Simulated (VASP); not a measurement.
# AlN (R-3m) in VASP: further runs, part 2 of 2

VASP 6.6.1. The steps go on from the part before.

## (3) Single point, PBEsol

This run uses another cell than the first one, of 8.71 Å³/atom, 1.053 times its volume.

INCAR

```
PREC = Accurate ; ENCUT = 520
EDIFF = 1E-6 ; ISMEAR = 0
SIGMA = 0.05 ; LREAL = False
LASPH = True ; NELM = 100
ALGO = Normal ; ISIF = 2
LWAVE = False ; LCHARG = False
GGA = PS ; NBANDS = 11
```

KPOINTS

```
Automatic mesh
0
Gamma
  10 10 10
```

POSCAR

```
AlN
1.0
    0.1689237597      2.1454108079      2.1454108079
    2.1454108079      0.1689237597      2.1454108079
    2.1454108079      2.1454108079      0.1689237597
Al N
1 1
Direct
    0.5000000000      0.5000000000      0.5000000000
    0.0000000000      0.0000000000      0.0000000000
```

Potentials or basis: VASP PAW PBE potentials, release 64 (Al, N).

Started as:

```bash
$ cat potpaw_PBE.64/Al/POTCAR potpaw_PBE.64/N/POTCAR > POTCAR
$ mpirun -np 1 vasp_std > vasp.out
```

OUTCAR:

```text
PREC = Accurate
   ENCUT = 520
   EDIFF = 1E-6
   ISMEAR = 0
   LREAL = False
   LASPH = True
   NELM = 100
   ISIF = 2
   GGA = PS

 ion  position               nearest neighbor table
   1  0.500  0.500  0.500-   2 2.06   2 2.06   2 2.06   2 2.06   2 2.06   2 2.06
   2  0.000  0.000  0.000-   1 2.06   1 2.06   1 2.06   1 2.06   1 2.06   1 2.06

  LATTYP: Found a trigonal (rhomboedric) cell.
 ALAT       =     3.0387678927
 COS(alpha) =     0.5769488427

  Lattice vectors:

 A1 = (   0.1689237597,   2.1454108079,   2.1454108079)
 A2 = (   2.1454108079,   0.1689237597,   2.1454108079)
 A3 = (   2.1454108079,   2.1454108079,   0.1689237597)

Analysis of symmetry for initial positions (statically):
=====================================================================
 Subroutine PRICEL returns:
 Original cell was already a primitive cell.

 Routine SETGRP: Setting up the symmetry group for a
 trigonal (rhombohedral) supercell.

 Subroutine GETGRP returns: Found 12 space group operations
 (whereof 12 operations were pure point group operations)
 out of a pool of 12 trial point group operations.

The static configuration has the point symmetry D_3d.

Analysis of symmetry for dynamics (positions and initial velocities):
=====================================================================
 Subroutine PRICEL returns:
 Original cell was already a primitive cell.

 Routine SETGRP: Setting up the symmetry group for a
 trigonal (rhombohedral) supercell.

 Subroutine GETGRP returns: Found 12 space group operations
 (whereof 12 operations were pure point group operations)
 out of a pool of 12 trial point group operations.

The dynamic configuration has the point symmetry D_3d.

 Subroutine INISYM returns: Found 12 space group operations
 (whereof 12 operations are pure point group operations),
 and found     1 'primitive' translations

----------------------------------------------------------------------------------------
[... 115 lines left out ...]
  Fermi-wavevector in a.u.,A,eV,Ry     =   1.263006  2.386736 21.703806  1.595185
  Thomas-Fermi vector in A             =   2.396385
   LORBIT       =      0    0 simple, 1 ext, 2 COOP (PROOUT), +10 PAW based schemes
   GGA     = PS    functional components
   LHFCALC =     F    Hartree Fock is set to
   AEXX    =    0.0000 exact exchange contribution
   IVDW    =     0    specifies the selected vdW correction
   LEPSILON=     F    determine dielectric tensor
   LRPA    =     F    only Hartree local field effects (RPA)
 non-spin polarized calculation
 Gauss-broadening in eV      SIGMA  =   0.05
  energy-cutoff  :      520.00
  volume of cell :       17.42
 maximum number of plane-waves:       484
   NGX = 11   NGY = 11   NGZ = 11

 number of electron       7.9999999 magnetization

 Free energy of the ion-electron system (eV)
  ---------------------------------------------------
  ext. energy  EPLUGINS =         0.00000000
  ---------------------------------------------------
  free energy    TOTEN  =       -15.08349547 eV

  energy without entropy =      -15.08349547  energy(sigma->0) =      -15.08349547

 E-fermi :  10.2067     XC(G=0): -12.2141

 val. band max:        9.8931250467   @ k =   0.0000   0.0000   0.0000
 cond. band min:      12.5010837309   @ k =   0.5000   0.5000   0.0000
 fundamental gap:      2.6079586842
 Fermi energy:        10.2067103466

 k-point     1 :       0.0000    0.0000    0.0000
  band No.  band energies     occupation
      1      -7.8198      2.00000
      2       8.0481      2.00000
      3       9.8931      2.00000
      4       9.8931      2.00000
      5      13.3232      0.00000
      6      19.8723      0.00000
      7      22.2584      0.00000
      8      22.2584      0.00000
      9      25.0249      0.00000
     10      26.8024      0.00000
     11      26.8024      0.00000
[... 309 lines left out ...]
 k-point    24 :       0.4000    0.3000    0.0000
  band No.  band energies     occupation
      1      -4.8993      2.00000
      2       3.6556      2.00000
      3       6.3667      2.00000
      4       7.2717      2.00000
      5      13.8690      0.00000
      6      17.1365      0.00000
      7      20.0334      0.00000
      8      24.3249      0.00000
      9      24.8670      0.00000
     10      30.3316      0.00000
     11      33.0049      0.00000

 [... further k-points ...]
[... 5 lines left out ...]
  --------------------------------------------------------------------------------------
  -------------------------------------------------------------------------------------
  Total       -1.1902522     -1.1902522     -1.1902522     -2.8360031     -2.8360031     -2.8360031
  in kB     -109.4590182   -109.4590182   -109.4590182   -260.8070139   -260.8070139   -260.8070139
  external PRESSURE =    -109.4590182 kB  Pullay stress =       0.0000000 kB

 VOLUME and BASIS-vectors are now :
 -----------------------------------------------------------------------------
  energy-cutoff  :      520.00
  volume of cell :       17.42
      direct lattice vectors                 reciprocal lattice vectors
     0.168923760  2.145410808  2.145410808    -0.262556096  0.243392072  0.243392072
     2.145410808  0.168923760  2.145410808     0.243392072 -0.262556096  0.243392072
     2.145410808  2.145410808  0.168923760     0.243392072  0.243392072 -0.262556096

 POSITION                                       TOTAL-FORCE (eV/Angst)
 -----------------------------------------------------------------------------------
      2.22987      2.22987      2.22987         0.000000      0.000000      0.000000
      0.00000      0.00000      0.00000        -0.000000     -0.000000     -0.000000
 -----------------------------------------------------------------------------------
    total drift:                                0.000000     -0.000000     -0.000000

  FREE ENERGIE OF THE ION-ELECTRON SYSTEM (eV)
  ---------------------------------------------------
  free  energy   TOTEN  =       -15.0834954747 eV

  energy  without entropy=      -15.0834954747  energy(sigma->0) =      -15.08349547
```

Run time: 24 s. Hardware: 1 thread of Intel Xeon 6975P-C, shared host; peak memory 0.15 GiB.

Results:

* Free energy: -15.0835 eV
* Pressure: -10.9 GPa
* Band gap on the k mesh: 2.61 eV, indirect (least direct gap 3.43 eV)

Levels at points of the mesh, in eV from the valence-band top:
```csv
k point,band 1,band 2,band 3,band 4,band 5,band 6,band 7,band 8
"(0.00, 0.00, 0.00)",-17.71,-1.85,0.00,0.00,3.43,9.98,12.37,12.37
"(0.50, 0.00, 0.00)",-14.38,-8.37,-2.38,-1.27,4.09,9.22,9.97,11.61
"(0.50, 0.50, 0.00)",-13.63,-7.71,-4.05,-2.46,2.61,5.46,11.80,15.78
"(0.50, 0.50, 0.50)",-15.15,-9.55,-0.76,-0.76,6.70,10.57,11.69,11.69
```

Caveat: the PAW data sets were made with another functional, which shifts forces and pressure a little. A k mesh can miss the band edges.

## (4) Single point, PBEsol

This run uses another cell than the first one, of 8.71 Å³/atom, 1.053 times its volume.

INCAR

```
  ALGO = Normal
  EDIFF = 1E-7
  ENCUT = 520
  GGA = PS
  ISIF = 2
  ISMEAR = 0
  LASPH = T
  LCHARG = F
  LREAL = F
  LWAVE = F
  NBANDS = 11
  NELM = 100
  PREC = Accurate
  SIGMA = 0.05
```

KPOINTS

```
k-points
0
Gamma
  10 10 10
```

POSCAR

```
AlN
1.0
   -0.1622182933      1.9797486072      1.9797486072
    1.9797486072     -0.1622182933      1.9797486072
    1.9797486072      1.9797486072     -0.1622182933
Al N
1 1
Direct
    0.5000000000      0.5000000000      0.5000000000
    0.0000000000      0.0000000000      0.0000000000
```

Started as:

```bash
$ cat potpaw_PBE.64/Al/POTCAR potpaw_PBE.64/N/POTCAR > POTCAR
$ mpirun -np 1 vasp_std > vasp.out
```

Wall time 26 s (1 thread of Intel Xeon 6975P-C, shared host); peak memory 0.15 GiB.

Results (log left out):

| Item | Value |
| --- | --- |
| Free energy | -15.1374 eV |
| Pressure | -11.3 GPa |
| Band gap on the k mesh | 2.34 eV, indirect (least direct gap 3.58 eV) |

Stress tensor (GPa, compression positive):
```
-11.27  19.92  19.92
 19.92 -11.27  19.92
 19.92  19.92 -11.27
```

Levels at points of the mesh, in eV from the valence-band top:
```tsv
k point	band 2	band 3	band 4	band 5	band 6	band 7
(0.00, 0.00, 0.00)	-1.35	-1.35	0.00	3.58	9.76	9.76
(0.50, 0.00, 0.00)	-9.22	-2.03	-1.12	4.97	9.57	10.87
(0.50, 0.50, 0.00)	-7.98	-4.36	-2.70	2.34	5.20	11.77
(0.50, 0.50, 0.50)	-8.09	-2.64	-2.64	3.34	7.82	7.82
```

Caveat: the PAW data sets were made with another functional, which shifts forces and pressure a little.

## (5) Single point, PBEsol

This run uses another cell than the first one, of 8.71 Å³/atom, 1.053 times its volume.

INCAR

```
PREC     = Accurate       # precision mode
ENCUT    = 520            # plane-wave cutoff, eV
EDIFF    = 1E-6           # SCF threshold, eV
ISMEAR   = 0              # smearing method
SIGMA    = 0.05           # smearing width, eV
LREAL    = F              # projectors in reciprocal space
LASPH    = T              # aspherical terms in the spheres
NELM     = 60             # most SCF steps
ALGO     = Normal         # electronic algorithm
ISIF     = 2              # what is computed and relaxed
LWAVE    = F              # write WAVECAR
LCHARG   = F              # write CHGCAR
GGA      = PS             # functional
NBANDS   = 11             # bands
```

KPOINTS

```
regular mesh
0
Gamma
  10 10 10
```

POSCAR

```
AlN
1.0
   -0.1087709322      2.0046539162      2.0046539162
    2.0046539162     -0.1087709322      2.0046539162
    2.0046539162      2.0046539162     -0.1087709322
Al N
1 1
Direct
    0.5000000000      0.5000000000      0.5000000000
    0.0000000000      0.0000000000      0.0000000000
```

Started as:

```bash
$ cat potpaw_PBE.64/Al/POTCAR potpaw_PBE.64/N/POTCAR > POTCAR
$ mpirun -np 1 vasp_std > vasp.out
```

Run time: 22 s. Hardware: 1 thread of Intel Xeon 6975P-C, shared host; peak memory 0.15 GiB.

Results (log left out):

| Property | Result |
| --- | --- |
| Free energy | -15.2869 eV |
| Pressure | -11.8 GPa |
| Band gap on the k mesh | 2.97 eV, indirect (least direct gap 4.06 eV) |

Stress tensor (GPa, compression positive):
```
-11.82  14.09  14.09
 14.09 -11.82  14.09
 14.09  14.09 -11.82
```

Levels at points of the mesh, in eV from the valence-band top:
```tsv
k point	band 1	band 2	band 3	band 4	band 5	band 6	band 7	band 8
(0.00, 0.00, 0.00)	-17.72	-0.96	-0.96	0.00	4.06	10.41	10.41	13.16
(0.50, 0.00, 0.00)	-14.75	-8.87	-1.75	-1.12	5.24	9.82	10.95	11.42
(0.50, 0.50, 0.00)	-13.68	-7.73	-3.86	-2.75	2.97	5.06	12.35	15.33
(0.50, 0.50, 0.50)	-14.21	-8.11	-2.15	-2.15	4.07	8.66	8.66	12.32
```

Caveat: the PAW data sets were made with another functional, which shifts forces and pressure a little.

## (6) Overview

| cell | gap on the mesh (eV) | pressure (GPa) |
| --- | --- | --- |
| a = 2.788 Å, angles 63.6°, 2 atoms | 3.25 | 0.5 |
| a = 3.039 Å, angles 54.8°, 2 atoms | 2.61 | -10.9 |
| a = 2.804 Å, angles 65.4°, 2 atoms | 2.34 | -11.3 |
| a = 2.837 Å, angles 63.6°, 2 atoms | 2.97 | -11.8 |

Alike in all rows: task single point; level PBEsol; potentials or basis VASP PAW PBE potentials, release 64 (Al, N); no spin polarisation; k mesh 10 × 10 × 10; cutoff (eV) 520; smearing gaussian 0.05 eV.

Caveats: the PAW data sets were made with another functional, which shifts forces and pressure a little.

Total energies depend on the potentials used, so only differences within one code and one set of settings carry meaning.
